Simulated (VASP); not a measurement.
Write the native input for VASP 6.6.1 that does the following.

```
Task                   : single point
Functional             : r2SCAN
Potentials or basis    : VASP PAW PBE potentials, release 64 (Mg, S)
Cutoff                 : 520 eV
k mesh                 : 6 × 6 × 6
Occupations            : gaussian, width 0.01 eV
Spin                   : no spin polarisation
Dipole correction      : no
Further INCAR settings : ALGO = Normal; EDIFF = 1e-07; NBANDS = 11
```

The system is MgS (Niningerite).

```
CELL_PARAMETERS angstrom
0.00000 2.63589 2.63589
2.63589 0.00000 2.63589
2.63589 2.63589 0.00000
ATOMIC_POSITIONS crystal
Mg 0.00000 0.00000 0.00000
S 0.50000 0.50000 0.50000
```

These files were run (other wordings do the same):

POSCAR

```
MgS
1.0
    0.0000000000      2.6358861629      2.6358861629
    2.6358861629      0.0000000000      2.6358861629
    2.6358861629      2.6358861629      0.0000000000
Mg S
1 1
Direct
    0.0000000000      0.0000000000      0.0000000000
    0.5000000000      0.5000000000      0.5000000000
```

INCAR.step1

```
SYSTEM = MgS
PREC = Accurate
ENCUT = 520
ISMEAR = 0
SIGMA = 0.01
LREAL = .FALSE.
LASPH = .TRUE.
NELM = 60
NBANDS = 11
GGA = PE
ALGO = Normal
EDIFF = 1E-4
LWAVE = .TRUE.
LCHARG = .FALSE.
```

INCAR.step2

```
SYSTEM = MgS
PREC = Accurate
ENCUT = 520
EDIFF = 1E-7
ISMEAR = 0
SIGMA = 0.01
LREAL = .FALSE.
LASPH = .TRUE.
NELM = 60
ALGO = Normal
ISIF = 2
LWAVE = .FALSE.
LCHARG = .FALSE.
METAGGA = R2SCAN
LMIXTAU = .TRUE.
NBANDS = 11
ISTART = 1
```

KPOINTS

```
Automatic mesh
0
G
  6 6 6
  0 0 0
```

Potentials or basis: VASP PAW PBE potentials, release 64 (Mg, S).

Run with:

```bash
$ cat potpaw_PBE.64/Mg/POTCAR potpaw_PBE.64/S/POTCAR > POTCAR
$ cp INCAR.step1 INCAR
$ mpirun -np 1 vasp_std > vasp.out
$ cp INCAR.step2 INCAR
$ mpirun -np 1 vasp_std > vasp.out
```

It gave:

```
Pressure               : -3.3 GPa
Band gap on the k mesh : 3.35 eV, indirect (least direct gap 4.29 eV)
```

Caveat: the PAW data sets were made with another functional, which shifts forces and pressure a little.

It took 21 s on 1 thread of Intel(R) Xeon(R) 6975P-C (Granite Rapids), on a shared host, peak memory 0.16 GiB.
